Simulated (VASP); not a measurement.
A run of VASP 6.6.1:

INCAR

```
  ALGO = Normal
  EDIFF = 1E-7
  ENCUT = 520
  GGA = PS
  ISIF = 2
  ISMEAR = 0
  LASPH = True
  LCHARG = False
  LREAL = False
  LWAVE = False
  NBANDS = 33
  NELM = 60
  PREC = Accurate
  SIGMA = 0.1
```

KPOINTS

```
k-points
0
Gamma
  2 2 2
```

POSCAR

```
Hf2Si
1.0
   -3.2753522240      3.2753522240      2.5828233930
    3.2753522240     -3.2753522240      2.5828233930
    3.2753522240      3.2753522240     -2.5828233930
Hf Si
4 2
Direct
    0.8435136200      0.6564863800      0.5000000000
    0.3435136200      0.8435136200      0.1870272400
    0.1564863800      0.3435136200      0.5000000000
    0.6564863800      0.1564863800      0.8129727600
    0.7500000000      0.7500000000      0.0000000000
    0.2500000000      0.2500000000      0.0000000000
```

Potentials or basis: VASP PAW PBE potentials, release 64 (Hf_pv, Si).

The run is started by

```console
$ cat potpaw_PBE.64/Hf_pv/POTCAR potpaw_PBE.64/Si/POTCAR > POTCAR
$ mpirun -np 1 vasp_std > vasp.out
```

Hardware: 1 thread of Intel(R) Xeon(R) 6975P-C (Granite Rapids), on a shared host.

Q: How long does it take, and how much memory?

A: Run time: 11 s on 1 thread of Intel(R) Xeon(R) 6975P-C (Granite Rapids) (shared host), peak memory 0.24 GiB. Counts: scf iterations 15, k points 4.
